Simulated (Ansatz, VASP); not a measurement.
ZnSe: VASP beside Ansatz

```
Zn Se
1.0
     0.00000    2.81662    2.81662
     2.81662    0.00000    2.81662
     2.81662    2.81662    0.00000
Zn Se
1 1
Cartesian
  0.0000 0.0000 0.0000
  4.2249 4.2249 4.2249
```

Alike in both runs: functional PBEsol; k mesh 8 × 8 × 8; occupations gaussian, width 0.02 eV; no spin polarisation.

Ansatz relaxed the structure, and its values are those at the end. VASP's run is a single point on that final structure, the one shown.

|  | VASP | Ansatz |
| --- | --- | --- |
| version | VASP 6.6.1 | Ansatz 0.2.0 |
| potentials or method | VASP PAW PBE potentials, release 64 (Zn, Se), cutoff 520 eV | scalar-relativistic, plane waves, PAW |
| valence electrons in the cell | 18 | 28 |

VASP gave:

| Item | Value |
| --- | --- |
| gap on the k mesh at the Fermi level (eV) | 1.24 |
| least direct gap on the mesh (eV) | 1.24 |
| pressure (GPa) | 0.3 |

**Question.** Estimate Ansatz's values.

**Answer.** gap on the k mesh at the Fermi level (eV): 1.24; least direct gap on the mesh (eV): 1.24; pressure (GPa): 0.0.

VASP's potentials were made for PBE, not for PBEsol. With one functional, cell and mesh, what is left measures potentials, basis and numerics. VASP's potentials hold 18 valence electrons a cell and Ansatz's 28, so a difference there can come from the potentials and not from the codes.
